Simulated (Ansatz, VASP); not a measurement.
Be2Si: VASP beside Ansatz

```
CELL_PARAMETERS angstrom
0.00000 2.64138 2.64138
2.64138 0.00000 2.64138
2.64138 2.64138 0.00000
ATOMIC_POSITIONS crystal
Si 0.00000 0.00000 0.00000
Be 0.25000 0.25000 0.25000
Be 0.75000 0.75000 0.75000
```

Alike in both runs: task single point; functional HSE06; k mesh 4 × 4 × 4; occupations fermi-dirac, width 0.02 eV; no spin polarisation.

|  | VASP | Ansatz |
| --- | --- | --- |
| version | VASP 6.6.1 | Ansatz 0.2.0 |
| potentials or method | VASP PAW PBE potentials, release 64 (Si, Be) | plane waves, PAW |
| plane-wave cutoff (eV) | 520 | 420 |
| valence electrons in the cell | 8 | 8 |

```csv
,VASP,Ansatz,Ansatz less VASP
pressure (GPa),-0.3,-0.1,+0.13
```

Ansatz's warnings: filled band counts differ across k points, stress exchange threshold loose, stress scf threshold loose.

The k mesh is coarse, so the values compare programs but aren't converged.
